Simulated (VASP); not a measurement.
Input of a VASP 6.6.1 run:

Contents of INCAR:

```
SYSTEM = Mg
ALGO = Normal
EDIFF = 1E-6
ENCUT = 520
GGA = PE
ISIF = 2
ISMEAR = 0
LASPH = .True.
LCHARG = .False.
LREAL = .False.
LWAVE = .False.
NBANDS = 7
NELM = 80
PREC = Accurate
SIGMA = 0.15
```

The input KPOINTS:

```
k-points
0
Gamma
  18 18 16
  0 0 0
```

Contents of POSCAR:

```
Mg
1.0
    3.2943237845      0.0000000000      0.0000000000
   -1.6471618923      2.8529680857      0.0000000000
    0.0000000000      0.0000000000      2.8012505644
Mg
1
Direct
    0.0000000000      0.0000000000      0.0000000000
```

Potentials or basis: VASP PAW PBE potentials, release 64 (Mg).

Command:

```console
$ cat potpaw_PBE.64/Mg/POTCAR > POTCAR
$ mpirun -np 1 vasp_std > vasp.out
```

(1) Predict the pressure.

(2) What does it give for the band gap on the k mesh?

Answers

(1) -0.2 GPa.

(2) zero (bands 1 and 2 overlap by 4.66 eV).

Caveat: the cell differs from its parent crystal (strain +0.080 along x and y, -0.080 along z).
